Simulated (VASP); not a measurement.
Set up this calculation in VASP 6.6.1, as the native input.

| Item | Value |
| --- | --- |
| Task | single point |
| Functional | PBEsol |
| Potentials or basis | VASP PAW PBE potentials, release 64 (W_sv) |
| Cutoff | 520 eV |
| k mesh | 18 × 18 × 18 |
| Occupations | fermi-dirac, width 0.05 eV |
| Spin | no spin polarisation |
| Dipole correction | no |
| Further INCAR settings | ALGO = Normal; EDIFF = 1e-07; NBANDS = 13 |

The structure of W lies in POSCAR:

```
W
1.0
    0.0000000000      1.8557989358      1.8557989358
    1.8557989358      0.0000000000      1.8557989358
    1.8557989358      1.8557989358      0.0000000000
W
1
Direct
    0.0000000000      0.0000000000      0.0000000000
```

This cell differs from its parent crystal: volume scaled by 0.8.

One way to write it, as run:

INCAR

```
SYSTEM = W
ALGO = Normal
EDIFF = 1E-7
ENCUT = 520
GGA = PS
ISIF = 2
ISMEAR = -1
LASPH = .True.
LCHARG = .False.
LREAL = .False.
LWAVE = .False.
NBANDS = 13
NELM = 80
PREC = Accurate
SIGMA = 0.05
```

KPOINTS

```
k-points
0
Gamma
  18 18 18
  0 0 0
```

Potentials or basis: VASP PAW PBE potentials, release 64 (W_sv).

Command:

```sh
$ cat potpaw_PBE.64/W_sv/POTCAR > POTCAR
$ mpirun -np 1 vasp_std > vasp.out
```

Results of the run:

```yaml
Pressure: 106.1 GPa
Band_gap_on_the_k_mesh: zero (band 7 reaches 19.11 eV, above the bottom of band 8 at 13.10 eV)
```

Caveat: the PAW data sets were made with another functional, which shifts forces and pressure a little; spin-orbit coupling is left out, which moves the levels of the heavy elements.

It took 16 s on 1 thread of Intel(R) Xeon(R) Platinum 8559C (Emerald Rapids) (shared host), peak memory 0.14 GiB.
